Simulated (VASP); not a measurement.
Set up this calculation in VASP 6.6.1, as the native input.

| Quantity | Value |
| --- | --- |
| Task | single point |
| Functional | r2SCAN |
| Dispersion | rVV10 |
| Potentials or basis | VASP PAW PBE potentials, release 64 (In_d, As) |
| Cutoff | 550 eV |
| k mesh | 12 × 12 × 12 |
| Occupations | gaussian, width 0.1 eV |
| Spin | no spin polarisation |
| Dipole correction | no |
| Further INCAR settings | ALGO = Normal; EDIFF = 1e-06; NBANDS = 16 |

Crystal: InAs.

```xyz
2
Lattice="0.0000 2.7142 2.7142 2.7142 0.0000 2.7142 2.7142 2.7142 0.0000" Properties=species:S:1:pos:R:3 pbc="T T T"
In    2.7142    2.7142    2.7142
As    0.0000    0.0000    0.0000
```

These files were run (other wordings do the same):

POSCAR

```
InAs
1.0
    0.0000000000      2.7142261205      2.7142261205
    2.7142261205      0.0000000000      2.7142261205
    2.7142261205      2.7142261205      0.0000000000
In As
1 1
Direct
    0.5000000000      0.5000000000      0.5000000000
    0.0000000000      0.0000000000      0.0000000000
```

INCAR.step1

```
SYSTEM = InAs
PREC = Accurate
ENCUT = 550
ISMEAR = 0
SIGMA = 0.1
LREAL = .False.
LASPH = .True.
NELM = 120
NBANDS = 16
GGA = PE
ALGO = Normal
EDIFF = 1E-5
LWAVE = .True.
LCHARG = .False.
GGA_COMPAT = .False.
```

INCAR.step2

```
SYSTEM = InAs
PREC = Accurate
ENCUT = 550
EDIFF = 1E-6
ISMEAR = 0
SIGMA = 0.1
LREAL = .False.
LASPH = .True.
NELM = 120
ALGO = Normal
ISIF = 2
LWAVE = .False.
LCHARG = .False.
METAGGA = R2SCAN
LMIXTAU = .True.
LUSE_VDW = .True.
IVDW_NL = 2
BPARAM = 11.95
CPARAM = 0.0093
NBANDS = 16
ISTART = 1
GGA_COMPAT = .False.
```

KPOINTS

```
regular mesh
0
Gamma
  12 12 12
  0 0 0
```

Potentials or basis: VASP PAW PBE potentials, release 64 (In_d, As).

Launch:

```console
$ cat potpaw_PBE.64/In_d/POTCAR potpaw_PBE.64/As/POTCAR > POTCAR
$ cp INCAR.step1 INCAR
$ mpirun -np 1 vasp_std > vasp.out
$ cp INCAR.step2 INCAR
$ mpirun -np 1 vasp_std > vasp.out
```

Results of the run:

```json
{
  "Pressure": "13.0 GPa",
  "Band gap on the k mesh": "zero (bands 9 and 10 overlap by 3.04 eV)"
}
```

Caveat: the cell stands under pressure; the PAW data sets were made with another functional, which shifts forces and pressure a little; spin-orbit coupling is left out, which moves the levels of the heavy elements.

Wall time 2.2 min on 1 thread of Intel(R) Xeon(R) 6975P-C (Granite Rapids), with other jobs on the host, peak memory 0.32 GiB.
